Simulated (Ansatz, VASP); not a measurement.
## MnO: VASP beside Ansatz

The input INCAR:

```
SYSTEM = MnO
  PREC = Accurate
  ENCUT = 520
  EDIFF = 1E-6
  ISMEAR = 0
  SIGMA = 0.025
  LREAL = .FALSE.
  LASPH = .TRUE.
  NELM = 150
  ALGO = Normal
  ISIF = 2
  LWAVE = .FALSE.
  LCHARG = .FALSE.
  ISPIN = 2
  MAGMOM = 4 0
  LORBIT = 11
  LMAXMIX = 4
  GGA = PE
  NBANDS = 20
```

File KPOINTS:

```
Automatic mesh
0
G
  10 10 10
  0 0 0
```

POSCAR

```
MnO
1.0
    0.0000000000      2.2239077028      2.2239077028
    2.2239077028      0.0000000000      2.2239077028
    2.2239077028      2.2239077028      0.0000000000
Mn O
1 1
Direct
    0.0000000000      0.0000000000      0.0000000000
    0.5000000000      0.5000000000      0.5000000000
```

File input.yaml:

```yaml
crystal:
  lattice:
    - [0.0, 2.2239077028, 2.2239077028]
    - [2.2239077028, 0.0, 2.2239077028]
    - [2.2239077028, 2.2239077028, 0.0]
  atoms:
    - { symbol: Mn, position: [0.0, 0.0, 0.0], spin: 4.0 }
    - { symbol: O, position: [0.5, 0.5, 0.5] }
hamiltonian:
  xc: pbe
  pseudopotentials: { kind: paw }
magnetization:
  spin_polarized: true
kpoints:
  mp_grid: { grid: [10, 10, 10] }
scf:
  occupations: { method: gaussian, width: 0.025 }
output:
  forces: true
  stress: true
  eigenvalues: true
```

Alike in both runs: task single point; functional PBE; k mesh 10 × 10 × 10; occupations gaussian, width 0.025 eV; collinear spin.

```csv
,VASP,Ansatz
version,VASP 6.6.1,Ansatz 0.2.0
potentials or method,"VASP PAW PBE potentials, release 64 (Mn_pv, O)",Ansatz PAW
plane-wave cutoff (eV),520,420
valence electrons in the cell,19,21
```

Ansatz gave:

```
gap on the k mesh at the Fermi level (eV)                     : none
pressure (GPa)                                                : 0.2
net moment per atom (μB)                                      : 2.40
size of the moment on the site where the two differ most (μB) : 4.07
```

Estimate VASP's values.

gap on the k mesh at the Fermi level (eV): none; pressure (GPa): 0.4; net moment per atom (μB): 2.40; size of the moment on the site where the two differ most (μB): 4.36.

Site moments also hang on the region over which each program counts them. A gap of «none» marks a metal or a gap that the smearing closes. The functional is the same, so the differences come from potentials, cutoffs and numerics. VASP's potentials hold 19 valence electrons a cell and Ansatz's 21, so a difference there can come from the potentials and not from the codes.
